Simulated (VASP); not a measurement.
# GaN (F-43m) in VASP: a series of runs

GaN is run at these levels: HF+D3(BJ), PBEsol-based global hybrid with 25 % exact exchange, r2SCANh; tasks: single point.

All numbers are computed with VASP 6.6.1; they aren't measurements. Logs are shortened: lines on timing, memory, paths and dates and some standing lists are left out, and cuts for length are marked.

**1. The cell of the first run**

Symmetry: F-43m, No. 216, cubic system. Conventional cell: a = 4.507 Å, b = 4.507 Å, c = 4.507 Å, α = 90.00°, β = 90.00°, γ = 90.00°. Ga (site symmetry -43m) has 4 N at 1.95 Å within 2.6 Å. Within 2.6 Å of N (site symmetry -43m) lie 4 Ga at 1.95 Å.

**2. Single point, HF+D3(BJ)**

The input, POSCAR:

```
GaN
1.0
    0.0000000000      2.2535006075      2.2535006075
    2.2535006075      0.0000000000      2.2535006075
    2.2535006075      2.2535006075      0.0000000000
Ga N
1 1
Direct
    0.0000000000      0.0000000000      0.0000000000
    0.2500000000      0.2500000000      0.2500000000
```

The input, INCAR.step1:

```
SYSTEM = GaN
PREC = Accurate
ENCUT = 520
EDIFF = 1E-5
ISMEAR = 0
SIGMA = 0.1
LREAL = .False.
LASPH = .True.
NELM = 60
ALGO = Normal
ISIF = 2
LWAVE = .True.
LCHARG = .False.
NBANDS = 16
GGA = PE
```

The input, INCAR.step2:

```
SYSTEM = GaN
PREC = Accurate
ENCUT = 520
EDIFF = 1E-6
ISMEAR = 0
SIGMA = 0.1
LREAL = .False.
LASPH = .True.
NELM = 60
ALGO = Normal
ISIF = 2
LWAVE = .False.
LCHARG = .False.
GGA = PE
LHFCALC = .True.
AEXX = 1.0
ALDAC = 0.0
AGGAC = 0.0
PRECFOCK = Normal
IVDW = 12
NBANDS = 16
ISTART = 1
```

The input, KPOINTS:

```
Automatic mesh
0
Gamma
  5 5 5
  0 0 0
```

Potentials or basis: VASP PAW PBE potentials, release 64 (Ga_d, N).

Command:

```console
cat potpaw_PBE.64/Ga_d/POTCAR potpaw_PBE.64/N/POTCAR > POTCAR
cp INCAR.step1 INCAR
mpirun -np 1 vasp_std > vasp.out
cp INCAR.step2 INCAR
mpirun -np 1 vasp_std > vasp.out
```

OUTCAR:

```text
SYSTEM = GaN
   PREC = Accurate
   ENCUT = 520
   EDIFF = 1E-6
   ISMEAR = 0
   LREAL = .False.
   LASPH = .True.
   NELM = 60
   ISIF = 2
   GGA = PE
   LHFCALC = .True.
   AEXX = 1.0
   PRECFOCK = Normal
   IVDW = 12
   ISTART = 1
 IVDW          = 12

 ion  position               nearest neighbor table
   1  0.000  0.000  0.000-   2 1.95   2 1.95   2 1.95   2 1.95
   2  0.250  0.250  0.250-   1 1.95   1 1.95   1 1.95   1 1.95

  LATTYP: Found a face centered cubic cell.
 ALAT       =     4.5070012150

  Lattice vectors:

 A1 = (   0.0000000000,   2.2535006075,   2.2535006075)
 A2 = (   2.2535006075,   0.0000000000,   2.2535006075)
 A3 = (   2.2535006075,   2.2535006075,   0.0000000000)

Analysis of symmetry for initial positions (statically):
=====================================================================
 Subroutine PRICEL returns:
 Original cell was already a primitive cell.

 Routine SETGRP: Setting up the symmetry group for a
 face centered cubic supercell.

 Subroutine GETGRP returns: Found 24 space group operations
 (whereof 24 operations were pure point group operations)
 out of a pool of 48 trial point group operations.

The static configuration has the point symmetry T_d .

Analysis of symmetry for dynamics (positions and initial velocities):
=====================================================================
 Subroutine PRICEL returns:
 Original cell was already a primitive cell.

 Routine SETGRP: Setting up the symmetry group for a
 face centered cubic supercell.

 Subroutine GETGRP returns: Found 24 space group operations
 (whereof 24 operations were pure point group operations)
 out of a pool of 48 trial point group operations.

The dynamic configuration has the point symmetry T_d .

 Subroutine INISYM returns: Found 24 space group operations
 (whereof 24 operations are pure point group operations),
 and found     1 'primitive' translations

----------------------------------------------------------------------------------------

                                     Primitive cell

  volume of cell :      22.8877

  direct lattice vectors                    reciprocal lattice vectors
     0.000000000  2.253500607  2.253500607    -0.221877020  0.221877020  0.221877020
[... 76 lines left out ...]
   NFREE  =      0    steps in history (QN), initial steepest desc. (CG)
   ISIF   =      2    stress and relaxation
   ISYM   =      3    0-nonsym 1-usesym 2-fastsym
   POTIM  = 0.5000    time-step for ionic-motion
   TEBEG  =    0.0;   TEEND  =   0.0 temperature during run
   PSTRESS=    0.0 pullay stress
   NELECT =      18.0000    total number of electrons
   NUPDOWN=      -1.0000    fix difference up-down
   EMIN   =  10.00;   EMAX   =-10.00  energy-range for DOS
   EFERMI =   0.00;   METHOD = LEGACY
   ISMEAR =     0;   SIGMA  =   0.10  broadening in eV -4-tet -1-fermi 0-gaus
   EFERMI_NEDOS =   21; number of points for ismear=-14 and -15
   IALGO  =     38    algorithm
   IMIX   =      1    mixing-type and parameters
     AMIX     =   0.40;   BMIX     =  1.00
     AMIX_MAG =   1.60;   BMIX_MAG =  1.00
  volume/ion in A,a.u.               =      11.44        77.23
  Fermi-wavevector in a.u.,A,eV,Ry     =   1.511117  2.855596 31.068543  2.283473
  Thomas-Fermi vector in A             =   2.621216
   LORBIT       =      0    0 simple, 1 ext, 2 COOP (PROOUT), +10 PAW based schemes
   GGA     = PE    functional components
   LHFCALC =     T    Hartree Fock is set to
   PRECFOCK=normal    Normal, Fast or Accurate (Low or Medium for compatibility)
   ENCUT4O =  -1.0   cutoff for four orbital integrals eV
   NKREDX  =     1    reduce k-point grid by
   NKREDY  =     1    reduce k-point grid by
   NKREDZ  =     1    reduce k-point grid by
   AEXX    =    1.0000 exact exchange contribution
   HFSCREEN=    0.0000 screening length (either q_TF or 0.3 A-1)
   HFSCREENC=   0.0000 screening length for correlation (either q_TF or 0.3 A-1)
   ENCUTFOCK=  -1.0 apply spherical cutoff to Coloumb kernel
   IVDW    =    12    specifies the selected vdW correction
   LEPSILON=     F    determine dielectric tensor
   LRPA    =     F    only Hartree local field effects (RPA)
 non-spin polarized calculation
 Gauss-broadening in eV      SIGMA  =   0.10
  energy-cutoff  :      520.00
  volume of cell :       22.89
 maximum number of plane-waves:       629
  NGX = 18; NGY = 18; NGZ = 18

 number of electron      18.0000004 magnetization

 Free energy of the ion-electron system (eV)
  ---------------------------------------------------
  ext. energy  EPLUGINS =         0.00000000
  ---------------------------------------------------
  free energy    TOTEN  =       -23.99089249 eV

  energy without entropy =      -23.99089249  energy(sigma->0) =      -23.99089249

 E-fermi :   2.0899     XC(G=0):   0.0000

 val. band max:        1.5861832467   @ k =   0.0000   0.0000   0.0000
 cond. band min:      12.2360905172   @ k =   0.0000   0.0000   0.0000
 fundamental gap:     10.6499072705
 Fermi energy:         2.0899460764

 k-point     1 :       0.0000    0.0000    0.0000
  band No.  band energies     occupation
      1     -20.3573      2.00000
      2     -20.3573      2.00000
      3     -20.3573      2.00000
      4     -20.0944      2.00000
      5     -20.0289      2.00000
      6     -20.0289      2.00000
[... 167 lines left out ...]
      3     -20.1751      2.00000
      4     -20.0850      2.00000
      5     -20.0118      2.00000
      6     -15.9196      2.00000
[... 8 lines left out ...]
     15      31.6674      0.00000
     16      36.6389      0.00000

------------------------ aborting loop because EDIFF is reached ----------------------------------------

 Edisp (eV)   -2.05595

 E8    (eV) :    -1.2604

  FORCE on cell =-STRESS in cart. coord.  units (eV):
  Direction    XX          YY          ZZ          XY          YZ          ZX
  --------------------------------------------------------------------------------------
  -------------------------------------------------------------------------------------
  Total      -2.11619    -2.11619    -2.11619     0.00000     0.00000     0.00000
  in kB    -148.13672  -148.13672  -148.13672     0.00000     0.00000     0.00000
  external pressure =     -148.14 kB  Pullay stress =        0.00 kB

 VOLUME and BASIS-vectors are now :
 -----------------------------------------------------------------------------
  energy-cutoff  :      520.00
  volume of cell :       22.89
      direct lattice vectors                 reciprocal lattice vectors
     0.000000000  2.253500607  2.253500607    -0.221877020  0.221877020  0.221877020
     2.253500607  0.000000000  2.253500607     0.221877020 -0.221877020  0.221877020
     2.253500607  2.253500607  0.000000000     0.221877020  0.221877020 -0.221877020

 POSITION                                       TOTAL-FORCE (eV/Angst)
 -----------------------------------------------------------------------------------
      0.00000      0.00000      0.00000        -0.000000     -0.000000     -0.000000
      1.12675      1.12675      1.12675         0.000000      0.000000      0.000000
 -----------------------------------------------------------------------------------
    total drift:                               -0.000009     -0.000006     -0.000005

  FREE ENERGIE OF THE ION-ELECTRON SYSTEM (eV)
  ---------------------------------------------------
  free  energy   TOTEN  =       -26.0468393852 eV

  energy  without entropy=      -26.0468393852  energy(sigma->0) =      -26.04683939
```

OUTCAR.step1:

```text
SYSTEM = GaN
   PREC = Accurate
   ENCUT = 520
   EDIFF = 1E-5
   ISMEAR = 0
   LREAL = .False.
   LASPH = .True.
[... 394 lines left out ...]
      0.00000      0.00000      0.00000         0.000000      0.000000      0.000000
      1.12675      1.12675      1.12675        -0.000000     -0.000000     -0.000000
 -----------------------------------------------------------------------------------
    total drift:                                0.000002      0.000002      0.000001

  FREE ENERGIE OF THE ION-ELECTRON SYSTEM (eV)
  ---------------------------------------------------
  free  energy   TOTEN  =       -12.1272929931 eV

  energy  without entropy=      -12.1272929931  energy(sigma->0) =      -12.12729299
```

OSZICAR.step1:

```text
N       E                     dE             d eps       ncg     rms          rms(c)
DAV:   1     0.727912110218E+02    0.72791E+02   -0.93277E+03   368   0.199E+03
DAV:   2    -0.921705173147E+01   -0.82008E+02   -0.75426E+02   360   0.307E+02
DAV:   3    -0.140898160913E+02   -0.48728E+01   -0.48566E+01   376   0.653E+01
DAV:   4    -0.141394421754E+02   -0.49626E-01   -0.49623E-01   416   0.706E+00
DAV:   5    -0.141402388015E+02   -0.79663E-03   -0.79663E-03   368   0.781E-01    0.773E+00
DAV:   6    -0.121259276423E+02    0.20143E+01   -0.49624E+00   480   0.398E+01    0.268E+00
DAV:   7    -0.121347348313E+02   -0.88072E-02   -0.32177E-01   320   0.653E+00    0.177E+00
DAV:   8    -0.121310306288E+02    0.37042E-02   -0.56406E-02   360   0.326E+00    0.768E-01
DAV:   9    -0.121270364712E+02    0.39942E-02   -0.14323E-02   488   0.276E+00    0.193E-01
DAV:  10    -0.121273862242E+02   -0.34975E-03   -0.15730E-03   368   0.572E-01    0.905E-02
DAV:  11    -0.121272871386E+02    0.99086E-04   -0.30094E-04   472   0.264E-01    0.106E-02
DAV:  12    -0.121272929931E+02   -0.58545E-05   -0.31182E-05   328   0.548E-02
   1 F= -.12127293E+02 E0= -.12127293E+02  d E =-.996790E-13
```

It took 6 min on 1 thread of Intel Xeon 6975P-C (Granite Rapids), shared host; peak memory 0.16 GiB.

What came out:

```
Free energy                : -26.0468 eV
Pressure                   : -14.8 GPa
Band gap on the k mesh     : 10.65 eV
Dispersion energy per atom : -1.028 eV
```

Caveat: the k points lie up to 0.48 Å⁻¹ apart; the dispersion term is far too large for a dense solid, which distorts pressure and volume; the PAW data sets were made with another functional, which shifts forces and pressure a little.

**3. Single point, PBEsol-based global hybrid with 25 % exact exchange**

POSCAR is that of step 2.

The input, INCAR.step1:

```
SYSTEM = GaN
  PREC = Accurate
  ENCUT = 520
  EDIFF = 1E-5
  ISMEAR = -1
  SIGMA = 0.05
  LREAL = .False.
  LASPH = .True.
  NELM = 100
  ALGO = Normal
  ISIF = 2
  LWAVE = .True.
  NBANDS = 16
  GGA = PE
```

The input, INCAR.step2:

```
SYSTEM = GaN
  PREC = Accurate
  ENCUT = 520
  EDIFF = 1E-7
  ISMEAR = -1
  SIGMA = 0.05
  LREAL = .False.
  LASPH = .True.
  NELM = 100
  ALGO = Normal
  ISIF = 2
  LWAVE = .False.
  LCHARG = .True.
  GGA = PS
  LHFCALC = .True.
  AEXX = 0.25
  PRECFOCK = Normal
  LELF = .True.
  LVHAR = .True.
  NBANDS = 16
  ISTART = 1
```

The input, KPOINTS:

```
regular mesh
0
Gamma
  5 5 5
  0 0 0
```

Potentials or basis: VASP PAW PBE potentials, release 64 (Ga_d, N).

Command:

```console
cat potpaw_PBE.64/Ga_d/POTCAR potpaw_PBE.64/N/POTCAR > POTCAR
cp INCAR.step1 INCAR
mpirun -np 1 vasp_std > vasp.out
cp INCAR.step2 INCAR
mpirun -np 1 vasp_std > vasp.out
```

Run time: 4.7 min. Hardware: 1 thread of Intel Xeon 6975P-C (Granite Rapids), shared host; peak memory 0.15 GiB.

It converged, with:

```yaml
Free_energy: -16.3679 eV
Pressure: -5.9 GPa
Band_gap_on_the_k_mesh: 3.69 eV
```

Levels at points of the mesh, in eV from the valence-band top:
```tsv
k point	band 7	band 8	band 9	band 10	band 11	band 12
(0.00, 0.00, 0.00)	0.00	0.00	0.00	3.69	12.60	12.60
```

Caveat: the k points lie up to 0.48 Å⁻¹ apart; the PAW data sets were made with another functional, which shifts forces and pressure a little.

(Part 1 of 2 ends here.)
